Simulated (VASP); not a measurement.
# Rb2Ag2Te4Pb (P1) in VASP: single point with r2SCAN

Aim: the single point of Rb2Ag2Te4Pb with r2SCAN.

All numbers are computed with VASP 6.6.1; they aren't measurements. Logs are shortened: lines on timing, memory, paths and dates and some standing lists are left out, and cuts for length are marked.

## Step 1: The cell of the first run

The typed cell holds 9 atoms: a = 6.190 Å, b = 8.374 Å, c = 6.372 Å, α = 89.99°, β = 90.34°, γ = 69.90°.

## Step 2: Single point, r2SCAN

File POSCAR:

```
Rb2Ag2Te4Pb
1.0
    6.1890857100      0.0890446300      0.0186718200
    2.9908035900     -7.8219838200     -0.0004214800
   -0.0187007200     -0.0083888200     -6.3721191900
Pb Te Ag Rb
1 4 2 2
Direct
    0.9959150000      0.9962730000      0.9914370000
    0.1410800000      0.2157060000      0.2429960000
    0.8619290000      0.7796300000      0.2427410000
    0.3457700000      0.7828050000      0.7566230000
    0.6498370000      0.2203170000      0.7586270000
    0.0014170000      0.0027440000      0.4988260000
    0.4861200000      0.0063560000      0.0077120000
    0.4994190000      0.5026200000      0.2623440000
    0.9891600000      0.4993070000      0.7541480000
```

File INCAR.step1:

```
PREC     = Accurate       # precision mode
ENCUT    = 520            # plane-wave cutoff, eV
ISMEAR   = -1             # smearing method
SIGMA    = 0.1            # smearing width, eV
LREAL    = False          # projectors in reciprocal space
LASPH    = True           # aspherical terms in the spheres
NELM     = 100            # most SCF steps
NBANDS   = 49             # bands
GGA      = PE             # functional
ALGO     = Normal         # electronic algorithm
EDIFF    = 1E-4           # SCF threshold, eV
LWAVE    = True           # write WAVECAR
LCHARG   = False          # write CHGCAR
```

File INCAR.step2:

```
PREC     = Accurate       # precision mode
ENCUT    = 520            # plane-wave cutoff, eV
EDIFF    = 1E-6           # SCF threshold, eV
ISMEAR   = -1             # smearing method
SIGMA    = 0.1            # smearing width, eV
LREAL    = False          # projectors in reciprocal space
LASPH    = True           # aspherical terms in the spheres
NELM     = 100            # most SCF steps
ALGO     = Normal         # electronic algorithm
ISIF     = 2              # what is computed and relaxed
LWAVE    = False          # write WAVECAR
LCHARG   = False          # write CHGCAR
METAGGA  = R2SCAN         # meta-GGA
LMIXTAU  = True         
NBANDS   = 49             # bands
ISTART   = 1
```

File KPOINTS:

```
Automatic mesh
0
Gamma
  3 3 3
  0.5 0.5 0.5
```

Potentials or basis: VASP PAW PBE potentials, release 64 (Pb_d, Te, Ag, Rb_sv).

Started as:

```sh
cat potpaw_PBE.64/Pb_d/POTCAR potpaw_PBE.64/Te/POTCAR potpaw_PBE.64/Ag/POTCAR potpaw_PBE.64/Rb_sv/POTCAR > POTCAR
cp INCAR.step1 INCAR
mpirun -np 1 vasp_std > vasp.out
cp INCAR.step2 INCAR
mpirun -np 1 vasp_std > vasp.out
```

OUTCAR:

```text
PREC = Accurate
   ENCUT = 520
   EDIFF = 1E-6
   ISMEAR = -1
   LREAL = False
   LASPH = True
   NELM = 100
   ISIF = 2
   METAGGA = R2SCAN
   ISTART = 1

 ion  position               nearest neighbor table
   1  0.996  0.996  0.991-   4 2.74   5 2.74   3 2.76   2 2.81   7 3.07   7 3.13   6 3.14   6 3.23
                             9 4.44   9 4.46   8 4.57   8 4.64
   2  0.141  0.216  0.243-   7 2.71   6 2.77   1 2.81   8 3.79   9 3.83   8 3.87   9 3.95
   3  0.862  0.780  0.243-   1 2.76   6 2.83   7 2.86   8 3.74   9 3.82   8 3.83   9 3.93
   4  0.346  0.783  0.757-   1 2.74   6 2.81   7 2.81   9 3.76   8 3.85   9 3.87   8 3.90
   5  0.650  0.220  0.759-   1 2.74   7 2.83   6 2.85   9 3.64   8 3.86   8 3.91   9 3.95
   6  0.001  0.003  0.499-   2 2.77   4 2.81   3 2.83   5 2.85   1 3.14   1 3.23   9 4.44   8 4.52
                             8 4.53   9 4.54
   7  0.486  0.006  0.008-   2 2.71   4 2.81   5 2.83   3 2.86   1 3.07   1 3.13   8 4.49   8 4.49
                             9 4.51   9 4.62
   8  0.499  0.503  0.262-   3 3.74   2 3.79   3 3.83   4 3.85   5 3.86   2 3.87   4 3.90   5 3.91
                             9 4.34   9 4.44   9 4.47   7 4.49   7 4.49   9 4.52   6 4.52   6 4.53
   9  0.989  0.499  0.754-   5 3.64   4 3.76   3 3.82   2 3.83   4 3.87   3 3.93   5 3.95   2 3.95
                             8 4.34   1 4.44   6 4.44   8 4.44   1 4.46   8 4.47   7 4.51   8 4.52

  LATTYP: Found a triclinic cell.
 ALAT       =     8.5330969882
 B/A-ratio  =     0.9813865210
 C/A-ratio  =     0.7467572631
 COS(alpha) =     0.0002318641
 COS(beta)  =     0.0045580292
 COS(gamma) =     0.7320971515

  Lattice vectors:

 A1 = (   3.1982821200,   7.9110284500,   0.0190933000)
 A2 = (  -2.9908035900,   7.8219838200,   0.0004214800)
 A3 = (   0.0187007200,   0.0083888200,   6.3721191900)

Analysis of symmetry for initial positions (statically):
=====================================================================
 Subroutine PRICEL returns:
 Original cell was already a primitive cell.

 Routine SETGRP: Setting up the symmetry group for a
 triclinic supercell.

 Subroutine GETGRP returns: Found  1 space group operations
 (whereof  1 operations were pure point group operations)
 out of a pool of  2 trial point group operations.

The static configuration has the point symmetry C_1 .

Analysis of symmetry for dynamics (positions and initial velocities):
=====================================================================
 Subroutine PRICEL returns:
 Original cell was already a primitive cell.

 Routine SETGRP: Setting up the symmetry group for a
 triclinic supercell.

 Subroutine GETGRP returns: Found  1 space group operations
 (whereof  1 operations were pure point group operations)
 out of a pool of  2 trial point group operations.

The dynamic configuration has the point symmetry C_1 .

 Subroutine INISYM returns: Found  1 space group operations
 (whereof  1 operations are pure point group operations),
 and found     1 'primitive' translations

----------------------------------------------------------------------------------------

                                     Primitive cell

  volume of cell :     310.1740

  direct lattice vectors                    reciprocal lattice vectors
     6.189085710  0.089044630  0.018671820     0.160692430  0.061442179 -0.000552484
     2.990803590 -7.821983820 -0.000421480     0.001828801 -0.127145556  0.000162019
    -0.018700720 -0.008388820 -6.372119190     0.000470746  0.000188450 -0.156935292

  length of vectors
     6.189754398  8.374266366  6.372152153     0.172039250  0.127158811  0.156936111

  position of ions in fractional coordinates (direct lattice)
     0.995915000  0.996273000  0.991437000
     0.141080000  0.215706000  0.242996000
     0.861929000  0.779630000  0.242741000
     0.345770000  0.782805000  0.756623000
     0.649837000  0.220317000  0.758627000
     0.001417000  0.002744000  0.498826000
     0.486120000  0.006356000  0.007712000
     0.499419000  0.502620000  0.262344000
     0.989160000  0.499307000  0.754148000

  ion indices of the primitive-cell ions
   primitive index   ion index
                 1           1
                 2           2
                 3           3
                 4           4
                 5           5
                 6           6
                 7           7
                 8           8
                 9           9

----------------------------------------------------------------------------------------

 KPOINTS: Automatic mesh

Automatic generation of k-mesh.
 Grid dimensions read from file:
 generate k-points for:    3    3    3

 Generating k-lattice:

  Cartesian coordinates                     Fractional coordinates (reciprocal lattice)
     0.053564143  0.020480726 -0.000184161     0.333333333 -0.000000000  0.000000000
     0.000609600 -0.042381852  0.000054006     0.000000000  0.333333333 -0.000000000
     0.000156915  0.000062817 -0.052311764     0.000000000  0.000000000  0.333333333

  Length of vectors
     0.057346417  0.042386270  0.052312037

  Shift w.r.t. Gamma in fractional coordinates (k-lattice)
     0.500000000  0.500000000  0.500000000

 Subroutine IBZKPT returns following result:
 ===========================================

 Found     14 irreducible k-points:

 Following reciprocal coordinates:
            Coordinates               Weight
  0.166667  0.166667  0.166667      2.000000
  0.500000  0.166667  0.166667      2.000000
 -0.166667  0.166667  0.166667      2.000000
  0.166667  0.500000  0.166667      2.000000
  0.500000  0.500000  0.166667      2.000000
 -0.166667  0.500000  0.166667      2.000000
  0.166667 -0.166667  0.166667      2.000000
  0.500000 -0.166667  0.166667      2.000000
 -0.166667 -0.166667  0.166667      2.000000
  0.166667  0.166667  0.500000      2.000000
  0.500000  0.166667  0.500000      2.000000
 -0.166667  0.166667  0.500000      2.000000
  0.166667  0.500000  0.500000      2.000000
  0.500000  0.500000  0.500000      1.000000
   k-points           NKPTS =     14   k-points in BZ     NKDIM =     14   number of bands    NBANDS=     49
   number of dos      NEDOS =    301   number of ions     NIONS =      9
   total plane-waves  NPLWV = 147456
   dimension x,y,z NGX =    48 NGY =   64 NGZ =   48
   dimension x,y,z NGXF=    96 NGYF=  128 NGZF=   96
   ions per type =               1   4   2   2
   NGX,Y,Z   is equivalent  to a cutoff of  12.89, 12.71, 12.52 a.u.
   NGXF,Y,Z  is equivalent  to a cutoff of  25.78, 25.41, 25.05 a.u.
 SYSTEM =  unknown system
   PREC   = accura    normal or accurate (medium, high low for compatibility)
   ISTART =      1    job   : 0-new  1-cont  2-samecut
   ICHARG =      0    charge: 1-file 2-atom 10-const
   ISPIN  =      1    spin polarized calculation?
   LNONCOLLINEAR =      F non collinear calculations
   LSORBIT =      F    spin-orbit coupling
   LASPH  =      T    aspherical Exc in radial PAW
   ENCUT  =  520.0 eV  38.22 Ry    6.18 a.u.  11.51 15.57 11.85*2*pi/ulx,y,z
   NELM   =    100;   NELMIN=  2; NELMDL=  0     # of ELM steps
   EDIFF  = 0.1E-05   stopping-criterion for ELM
   LREAL  =      F    real-space projection
   EDIFFG = 0.1E-04   stopping-criterion for IOM
   NSW    =      0    number of steps for IOM
   IBRION =     -1    ionic relax: 0-MD 1-quasi-New 2-CG
   NFREE  =      0    steps in history (QN), initial steepest desc. (CG)
   ISIF   =      2    stress and relaxation
   ISYM   =      2    0-nonsym 1-usesym 2-fastsym
   POTIM  = 0.5000    time-step for ionic-motion
   TEBEG  =    0.0;   TEEND  =   0.0 temperature during run
   PSTRESS=    0.0 pullay stress
   NELECT =      78.0000    total number of electrons
   NUPDOWN=      -1.0000    fix difference up-down
   EMIN   =  10.00;   EMAX   =-10.00  energy-range for DOS
   EFERMI =   0.00;   METHOD = LEGACY
   ISMEAR =    -1;   SIGMA  =   0.10  broadening in eV -4-tet -1-fermi 0-gaus
   EFERMI_NEDOS =   21; number of points for ismear=-14 and -15
   IALGO  =     38    algorithm
   IMIX   =      4    mixing-type and parameters
     AMIX     =   0.40;   BMIX     =  1.00
     AMIX_MAG =   1.60;   BMIX_MAG =  1.00
  volume/ion in A,a.u.               =      34.46       232.57
  Fermi-wavevector in a.u.,A,eV,Ry     =   1.033327  1.952705 14.527830  1.067765
  Thomas-Fermi vector in A             =   2.167569
   LORBIT       =      0    0 simple, 1 ext, 2 COOP (PROOUT), +10 PAW based schemes
   METAGGA = R2SCAN    functional components
   LHFCALC =     F    Hartree Fock is set to
   AEXX    =    0.0000 exact exchange contribution
   IVDW    =     0    specifies the selected vdW correction
   LEPSILON=     F    determine dielectric tensor
   LRPA    =     F    only Hartree local field effects (RPA)
 non-spin polarized calculation
  energy-cutoff  :      520.00
  volume of cell :      310.17
 maximum number of plane-waves:      8366
 NGX is ok and might be reduce to    48
   NGX = 23   NGY = 31   NGZ = 23

 number of electron      78.0000000 magnetization

 Free energy of the ion-electron system (eV)
  ---------------------------------------------------
  ext. energy  EPLUGINS =         0.00000000
  ---------------------------------------------------
  free energy    TOTEN  =      -232.33092527 eV

  energy without entropy =     -232.25886513  energy(sigma->0) =     -232.29489520

 E-fermi :   3.7528     XC(G=0):  -9.0195

 val. band max:        3.5643443301   @ k =  -0.1667   0.5000   0.1667
 cond. band min:       3.8922936980   @ k =   0.5000   0.1667   0.5000
 fundamental gap:      0.3279493678
 Fermi energy:         3.7527942827

 k-point     1 :       0.1667    0.1667    0.1667
  band No.  band energies     occupation
      1     -24.5614      2.00000
      2     -24.5325      2.00000
      3     -14.4684      2.00000
      4     -14.4644      2.00000
      5     -14.4481      2.00000
      6     -14.3818      2.00000
[... 41 lines left out ...]
     48       8.7263      0.00000
     49       8.8815      0.00000
[... 674 lines left out ...]
     48       9.0465      0.00000
     49       9.0999      0.00000

------------------------ aborting loop because EDIFF is reached ----------------------------------------

  FORCE on cell =-STRESS in cart. coord.  units (eV):
  Direction    XX          YY          ZZ          XY          YZ          ZX
  --------------------------------------------------------------------------------------
  -------------------------------------------------------------------------------------
  Total        9.1595047      5.3686001      8.4529263      0.3166174     -0.0660431      0.5158878
  in kB       47.3126440     27.7310480     43.6628732      1.6354601     -0.3411402      2.6647745
  external PRESSURE =      39.5688551 kB  Pullay stress =       0.0000000 kB

 VOLUME and BASIS-vectors are now :
 -----------------------------------------------------------------------------
  energy-cutoff  :      520.00
  volume of cell :      310.17
      direct lattice vectors                 reciprocal lattice vectors
     6.189085710  0.089044630  0.018671820     0.160692430  0.061442179 -0.000552484
     2.990803590 -7.821983820 -0.000421480     0.001828801 -0.127145556  0.000162019
    -0.018700720 -0.008388820 -6.372119190     0.000470746  0.000188450 -0.156935292

 POSITION                                       TOTAL-FORCE (eV/Angst)
 -----------------------------------------------------------------------------------
      9.12492     -7.71247     -6.29938         0.050239     -0.163841     -0.307424
      1.51375     -1.67672     -1.54586         0.336059     -0.949835     -0.685390
      7.66173     -6.02354     -1.53101        -0.623301      0.749669     -0.668927
      4.46707     -6.09865     -4.81517         0.773302      1.038074      0.751144
      4.66663     -1.67182     -4.82202        -0.771108     -0.879196      0.758441
      0.00765     -0.02552     -3.17855        -0.094649      0.012779     -0.015515
      3.02750     -0.00649     -0.04007         0.255995      0.185470      0.084032
      4.58928     -3.88922     -1.66257        -0.025649      0.026886      0.137595
      7.60122     -3.82382     -4.78726         0.099114     -0.020007     -0.053956
 -----------------------------------------------------------------------------------
    total drift:                               -0.000918      0.000762      0.000065

  FREE ENERGIE OF THE ION-ELECTRON SYSTEM (eV)
  ---------------------------------------------------
  free  energy   TOTEN  =      -232.3309252710 eV

  energy  without entropy=     -232.2588651327  energy(sigma->0) =     -232.29489520
```

Wall time 11 min (1 thread of AMD EPYC 9R45 (Zen 5), shared host); peak memory 0.51 GiB.

Results:

| Quantity | Value |
| --- | --- |
| Free energy | -232.3309 eV |
| Pressure | 4.0 GPa |
| Largest force | 1.497 eV/Å |
| Band gap on the k mesh | 0.33 eV (least direct gap 0.41 eV) |

Forces on the atoms (eV/Å):
```
Pb   0.050 -0.164 -0.307
Te   0.336 -0.950 -0.685
Te  -0.623  0.750 -0.669
Te   0.773  1.038  0.751
Te  -0.771 -0.879  0.758
Ag  -0.095  0.013 -0.016
Ag   0.256  0.185  0.084
Rb  -0.026  0.027  0.138
Rb   0.099 -0.020 -0.054
```

Stress tensor (GPa, compression positive):
```
 4.73  0.16  0.27
 0.16  2.77 -0.03
 0.27 -0.03  4.37
```

Levels at points of the mesh, in eV from the valence-band top:
| k point | band 35 | band 36 | band 37 | band 38 | band 39 | band 40 | band 41 | band 42 | band 43 | band 44 |
| --- | --- | --- | --- | --- | --- | --- | --- | --- | --- | --- |
| (0.50, 0.50, 0.50) | -1.14 | -0.64 | -0.53 | -0.42 | -0.09 | 0.35 | 2.66 | 3.13 | 3.56 | 3.91 |

Caveat: the cell stands under pressure; the PAW data sets were made with another functional, which shifts forces and pressure a little; spin-orbit coupling is left out, which moves the levels of the heavy elements; a shifted mesh leaves out Γ, where band edges can lie. A k mesh can miss the band edges.
